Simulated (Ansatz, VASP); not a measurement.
# C4F: VASP beside Ansatz

INCAR

```
ALGO = Normal
EDIFF = 1E-7
EDIFFG = -0.04
ENCUT = 600
GGA = PE
IBRION = 2
ISIF = 3
ISMEAR = 0
IVDW = 12
LASPH = True
LCHARG = False
LREAL = False
LWAVE = False
NELM = 60
NSW = 90
PREC = Accurate
SIGMA = 0.1
```

The input KPOINTS:

```
k-points
0
Gamma
  6 6 6
```

File POSCAR:

```
C4F
1.0
   -2.5858910600      2.5858910600      2.5858910600
    2.5858910600     -2.5858910600      2.5858910600
    2.5858910600      2.5858910600     -2.5858910600
C F
4 1
Direct
    0.5000000000      0.5000000000      0.5000000000
    0.0000000000      0.0000000000      0.5000000000
    0.0000000000      0.5000000000      0.0000000000
    0.5000000000      0.0000000000      0.0000000000
    0.0000000000      0.0000000000      0.0000000000
```

Input for Ansatz:

```yaml
crystal:
  lattice:
    - [-2.58589106, 2.58589106, 2.58589106]
    - [2.58589106, -2.58589106, 2.58589106]
    - [2.58589106, 2.58589106, -2.58589106]
  atoms:
    - { symbol: C, position: [0.5, 0.5, 0.5] }
    - { symbol: C, position: [0.0, 0.0, 0.5] }
    - { symbol: C, position: [0.0, 0.5, 0.0] }
    - { symbol: C, position: [0.5, 0.0, 0.0] }
    - { symbol: F, position: [0.0, 0.0, 0.0] }
basis:
  ecutwfc: 420
kpoints:
  mp_grid: { grid: [6, 6, 6] }
hamiltonian:
  xc: pbe
  dispersion: d3bj
scf:
  occupations: { method: gaussian, width: 0.1 }
  lower_state_search: "off"
output:
  forces: true
  stress: true
  eigenvalues: true
relax:
  adjacent_minimum: "off"
  f_tol: 0.04
  max_steps: 70
  cell: { stress_tol: 0.4 }
```

Alike in both runs: task relaxation of cell and atoms; functional PBE; dispersion D3(BJ); k mesh 6 × 6 × 6; occupations gaussian, width 0.1 eV; no spin polarisation.

|  | VASP | Ansatz |
| --- | --- | --- |
| version | VASP 6.6.1 | Ansatz 0.2.0 |
| potentials or method | VASP PAW PBE potentials, release 64 (C, F), cutoff 600 eV | scalar-relativistic, plane waves, PAW |
| valence electrons in the cell | 23 | 23 |

VASP gave:

| Item | Value |
| --- | --- |
| gap on the k mesh at the Fermi level, each at its own relaxed structure (eV) | none |
| relaxed volume (Å³/atom) | 9.51 |
| relaxed cell length with the largest relative difference (Å) | 3.953 |

Q: What did Ansatz give for the same quantities?

A: gap on the k mesh at the Fermi level, each at its own relaxed structure (eV): none; relaxed volume (Å³/atom): 9.52; relaxed cell length with the largest relative difference (Å): 3.954.

A gap of «none» marks a metal or a gap that the smearing closes. Ansatz's warnings: dispersion switch in reach, relaxed geometry near dispersion switch.

Noted on VASP's run: the volume moved by over 15 % at a fixed basis, so the end points are rough.
